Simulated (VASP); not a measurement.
BaTiO3: single point with PBE+U

The system is BaTiO3.

```
CELL_PARAMETERS angstrom
4.00822 0.00000 0.00000
0.00000 2.87328 2.88592
0.00000 -2.87328 2.88592
ATOMIC_POSITIONS crystal
Ba 0.00000 0.00808 0.00808
Ti 0.50000 0.51971 0.51971
O 0.00000 0.49163 0.49163
O 0.50000 0.49381 0.98300
O 0.50000 0.98300 0.49381
```

```yaml
Program: VASP 6.6.1
Task: single point
Functional: PBE
Potentials_or_basis: VASP PAW PBE potentials, release 64 (Ba_sv, Ti_sv, O)
Cutoff: 520 eV
k_mesh: 6 × 6 × 6
Occupations: gaussian, width 0.05 eV
Spin: no spin polarisation
Hubbard_terms: Ti d U = 4.0 eV
```

The pressure is 3.5 GPa and the largest force is 0.585 eV/Å. The band gap on the k mesh is 2.49 eV (least direct gap 2.92 eV).

Forces on the atoms (eV/Å):
```
Ba   0.000  0.000 -0.045
Ti   0.000  0.000 -0.585
O    0.000  0.000  0.012
O    0.000 -0.307  0.309
O    0.000  0.307  0.309
```

Stress tensor (GPa, compression positive):
```
3.28 0.00 0.00
0.00 3.78 0.00
0.00 0.00 3.41
```

Levels at points of the mesh, in eV from the valence-band top:
```csv
k point,band 16,band 17,band 18,band 19,band 20,band 21,band 22,band 23,band 24,band 25
"(0.00, 0.00, 0.00)",-1.23,-1.09,-0.47,-0.46,-0.42,2.49,2.62,2.68,4.11,4.12
"(0.50, 0.00, 0.00)",-2.03,-1.63,-1.53,-1.11,-1.04,2.81,3.92,4.06,4.07,5.61
"(0.00, 0.50, 0.00)",-1.84,-1.75,-1.64,-0.94,-0.83,2.70,3.96,3.96,4.10,5.74
"(0.50, 0.50, 0.00)",-2.51,-1.86,-0.96,-0.93,-0.08,3.99,4.02,4.37,4.57,7.39
"(0.00, 0.50, 0.50)",-2.53,-1.80,-0.95,-0.89,-0.22,3.97,4.00,4.29,4.82,7.27
"(0.50, 0.50, 0.50)",-2.35,-2.32,-0.15,-0.02,0.00,4.51,4.52,4.63,6.28,6.43
```

Eigenvalues of the final occupation matrices:
| site | spin | trace | eigenvalues |
| --- | --- | --- | --- |
| site 2 d | 1 | 0.81 | 0.11 0.11 0.11 0.24 0.24 |
| site 2 d | 2 | 0.81 | 0.11 0.11 0.11 0.24 0.24 |

Wall time 3.3 min on 1 thread of Intel Xeon 8259CL (shared host), peak memory 0.24 GiB.

Caveat: the cell stands under pressure; spin-orbit coupling is left out, which moves the levels of the heavy elements. A k mesh can miss the band edges.
